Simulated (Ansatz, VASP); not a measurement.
ZnS: VASP beside Ansatz

```
Zn S
1.0
     3.80672    0.00000    0.00000
    -1.90336    3.29672    0.00000
     0.00000    0.00000    6.24574
Zn S
2 2
Direct
  0.28192 0.64096 0.99569
  0.66667 0.33333 0.50539
  0.33333 0.66667 0.37961
  0.66667 0.33333 0.87961
```

Alike in both runs: task single point; functional r2SCAN; k mesh 6 × 6 × 4; occupations gaussian, width 0.05 eV; no spin polarisation.

|  | VASP | Ansatz |
| --- | --- | --- |
| version | VASP 6.6.1 | Ansatz 0.2.0 |
| potentials or method | VASP PAW PBE potentials, release 64 (Zn, S), cutoff 520 eV | scalar-relativistic, plane waves, PAW |
| valence electrons in the cell | 36 | 36 |

```csv
,VASP,Ansatz,Ansatz less VASP
gap on the k mesh at the Fermi level (eV),2.75,2.74,-0.009
least direct gap on the mesh (eV),2.75,2.74,-0.009
pressure (GPa),0.8,0.7,-0.06
"traceless stress, the component that is largest in VASP (GPa)",2.14,2.11,-0.029
rms of the force components (eV/Å),0.655,0.645,-0.0096
```

VASP's potentials were made for PBE, not for r2SCAN. Atom by atom the forces differ by 0.010 eV/Å (rms over components). The functional is the same, so the differences come from potentials, cutoffs and numerics.
